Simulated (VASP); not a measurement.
## BAs: single point with PBEsol

The system is BAs.

```
CELL_PARAMETERS angstrom
0.00000 2.37247 2.37247
2.37247 0.00000 2.37247
2.37247 2.37247 0.00000
ATOMIC_POSITIONS crystal
As 0.75000 0.75000 0.75000
B 0.00000 0.00000 0.00000
```

This cell differs from its parent crystal: volume scaled by 0.98.

* Program: VASP 6.6.1
* Task: single point
* Functional: PBEsol
* Potentials or basis: VASP PAW PBE potentials, release 64 (As, B)
* Cutoff: 520 eV
* k mesh: 10 × 10 × 10
* Occupations: fermi-dirac, width 0.15 eV
* Spin: collinear spin, ferromagnetic start
* Starting moments: [0.5, 0.0] μB

```
Pressure                                              : 3.0 GPa
Band gap on the k mesh                                : 1.06 eV, indirect (least direct gap 3.27 eV)
Net moment                                            : 0.00 μB per cell
Valence electrons inside the program's atomic spheres : As 2.95; B 1.85
```

Levels at points of the mesh, in eV from the valence-band top:
Spin up:
```
           k point  band 1  band 2  band 3  band 4  band 5  band 6  band 7  band 8  band 9
(0.00, 0.00, 0.00)  -15.62    0.00    0.00    0.00    3.27    3.27    3.27    4.94    9.45
(0.50, 0.00, 0.00)  -12.66   -8.98   -1.86   -1.86    2.77    4.75    4.75    8.74   12.71
(0.50, 0.50, 0.00)  -11.32   -8.65   -4.19   -4.19    1.29    1.31   11.54   11.54   12.96
```
Spin down:
```csv
k point,band 1,band 2,band 3,band 4,band 5,band 6,band 7,band 8
"(0.00, 0.00, 0.00)",-15.62,0.00,0.00,0.00,3.27,3.27,3.27,4.94
"(0.50, 0.00, 0.00)",-12.66,-8.98,-1.86,-1.86,2.77,4.75,4.75,8.74
"(0.50, 0.50, 0.00)",-11.32,-8.65,-4.19,-4.19,1.29,1.31,11.54,11.54
```

It took 23 s on 1 thread of Intel(R) Xeon(R) Platinum 8488C (Sapphire Rapids), with other jobs on the host, peak memory 0.18 GiB.

Caveat: the PAW data sets were made with another functional, which shifts forces and pressure a little. A k mesh can miss the band edges.
